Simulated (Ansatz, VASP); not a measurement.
**One calculation of S, two programs**

```
S
1.0
     4.56264    0.00000    0.00000
    -2.28132    3.95136    0.00000
     0.00000    0.00000    2.82884
S
3
Direct
  0.00000 0.00000 0.00000
  0.33333 0.66667 0.50000
  0.66667 0.33333 0.50000
```

Alike in both runs: task relaxation of cell and atoms; functional PBE; k mesh 8 × 8 × 11; occupations fermi-dirac, width 0.1 eV; no spin polarisation.

|  | VASP | Ansatz |
| --- | --- | --- |
| version | VASP 6.6.1 | Ansatz 0.2.0 |
| potentials or method | VASP PAW PBE potentials, release 64 (S) | PAW with Ansatz's default frozen-core files, scalar-relativistic |
| plane-wave cutoff (eV) | 600 | 420 |
| valence electrons in the cell | 18 | 18 |

Ansatz gave:

* relaxed volume (Å³/atom): 28.25
* relaxed length of the cell vector where the two differ most in proportion (Å): 6.771

Q: Estimate VASP's values.

A: Relaxed volume (Å³/atom): 27.06; relaxed length of the cell vector where the two differ most in proportion (Å): 6.631.

Noted on VASP's run: the volume moved by over 15 % at a fixed basis, so the end points are rough.
